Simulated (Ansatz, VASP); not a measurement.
**SbH8NO4 in VASP and in Ansatz**

File INCAR:

```
ALGO = Normal
EDIFF = 1E-6
ENCUT = 520
GGA = PE
ISIF = 2
ISMEAR = 0
IVDW = 12
LASPH = T
LCHARG = T
LELF = T
LREAL = Auto
LVHAR = T
LWAVE = F
NBANDS = 62
NELM = 100
PREC = Accurate
SIGMA = 0.02
```

File KPOINTS:

```
k-points
0
Gamma
  6 6 6
```

File POSCAR:

```
SbH8NO4
1.0
   -4.3053423655      4.3053423655      3.9820669059
    4.3053423655     -4.3053423655      3.9820669059
    4.3053423655      4.3053423655     -3.9820669059
H Sb N O
16 2 2 8
Direct
    0.3303050000      0.4287170000      0.9014120000
    0.5273050000      0.4288930000      0.0985880000
    0.5711070000      0.6696950000      0.0984120000
    0.4196950000      0.8211070000      0.5984120000
    0.5712830000      0.4726950000      0.9015880000
    0.2226950000      0.8212830000      0.4015880000
    0.1788930000      0.7773050000      0.5985880000
    0.1787170000      0.5803050000      0.4014120000
    0.2535870000      0.8986230000      0.9292680000
    0.9693550000      0.3243190000      0.0707320000
    0.6756810000      0.7464130000      0.6450360000
    0.4964130000      0.9256810000      0.1450360000
    0.1013770000      0.0306450000      0.3549640000
    0.7806450000      0.3513770000      0.8549640000
    0.0743190000      0.2193550000      0.5707320000
    0.6486230000      0.5035870000      0.4292680000
    0.7500000000      0.2500000000      0.5000000000
    0.0000000000      0.0000000000      0.0000000000
    0.2500000000      0.7500000000      0.5000000000
    0.5000000000      0.5000000000      0.0000000000
    0.0644020000      0.3264160000      0.6754920000
    0.6509240000      0.3889100000      0.3245080000
    0.6110900000      0.9355980000      0.2620140000
    0.6855980000      0.8610900000      0.7620140000
    0.6735840000      0.3490760000      0.7379860000
    0.0990760000      0.9235840000      0.2379860000
    0.1389100000      0.9009240000      0.8245080000
    0.0764160000      0.3144020000      0.1754920000
```

Input for Ansatz:

```yaml
crystal:
  lattice:
    - [-4.3053423655, 4.3053423655, 3.9820669059]
    - [4.3053423655, -4.3053423655, 3.9820669059]
    - [4.3053423655, 4.3053423655, -3.9820669059]
  atoms:
    - { symbol: H, position: [0.330305, 0.428717, 0.901412] }
    - { symbol: H, position: [0.527305, 0.428893, 0.098588] }
    - { symbol: H, position: [0.571107, 0.669695, 0.098412] }
    - { symbol: H, position: [0.419695, 0.821107, 0.598412] }
    - { symbol: H, position: [0.571283, 0.472695, 0.901588] }
    - { symbol: H, position: [0.222695, 0.821283, 0.401588] }
    - { symbol: H, position: [0.178893, 0.777305, 0.598588] }
    - { symbol: H, position: [0.178717, 0.580305, 0.401412] }
    - { symbol: H, position: [0.253587, 0.898623, 0.929268] }
    - { symbol: H, position: [0.969355, 0.324319, 0.070732] }
    - { symbol: H, position: [0.675681, 0.746413, 0.645036] }
    - { symbol: H, position: [0.496413, 0.925681, 0.145036] }
    - { symbol: H, position: [0.101377, 0.030645, 0.354964] }
    - { symbol: H, position: [0.780645, 0.351377, 0.854964] }
    - { symbol: H, position: [0.074319, 0.219355, 0.570732] }
    - { symbol: H, position: [0.648623, 0.503587, 0.429268] }
    - { symbol: Sb, position: [0.75, 0.25, 0.5] }
    - { symbol: Sb, position: [0.0, 0.0, 0.0] }
    - { symbol: "N", position: [0.25, 0.75, 0.5] }
    - { symbol: "N", position: [0.5, 0.5, 0.0] }
    - { symbol: O, position: [0.064402, 0.326416, 0.675492] }
    - { symbol: O, position: [0.650924, 0.38891, 0.324508] }
    - { symbol: O, position: [0.61109, 0.935598, 0.262014] }
    - { symbol: O, position: [0.685598, 0.86109, 0.762014] }
    - { symbol: O, position: [0.673584, 0.349076, 0.737986] }
    - { symbol: O, position: [0.099076, 0.923584, 0.237986] }
    - { symbol: O, position: [0.13891, 0.900924, 0.824508] }
    - { symbol: O, position: [0.076416, 0.314402, 0.175492] }
basis:
  ecutwfc: 420
kpoints:
  mp_grid: { grid: [6, 6, 6] }
hamiltonian:
  xc: pbe
  dispersion: d3bj
scf:
  occupations: { method: gaussian, width: 0.02 }
output:
  forces: true
  stress: true
  eigenvalues: true
```

Alike in both runs: task single point; functional PBE; dispersion D3(BJ); k mesh 6 × 6 × 6; occupations gaussian, width 0.02 eV; no spin polarisation.

```csv
,VASP,Ansatz
version,VASP 6.6.1,Ansatz 0.2.0
potentials or method,"VASP PAW PBE potentials, release 64 (H, Sb, N, O), cutoff 520 eV","scalar-relativistic, plane waves, PAW"
valence electrons in the cell,84,104
```

VASP gave:

* gap on the k mesh at the Fermi level (eV): 1.70
* least direct gap on the mesh (eV): 1.80
* pressure (GPa): 12.4
* traceless stress, the component that is largest in VASP (GPa): -5.97
* rms of the force components (eV/Å): 0.902

Problem. Estimate Ansatz's values.

Solution. gap on the k mesh at the Fermi level (eV): 1.70; least direct gap on the mesh (eV): 1.81; pressure (GPa): 12.4; traceless stress, the component that is largest in VASP (GPa): -5.74; rms of the force components (eV/Å): 0.876.

Atom by atom the forces differ by 0.070 eV/Å (rms over components). VASP's potentials hold 84 valence electrons a cell and Ansatz's 104, so a difference there can come from the potentials and not from the codes.

Neither program's run includes spin-orbit coupling.
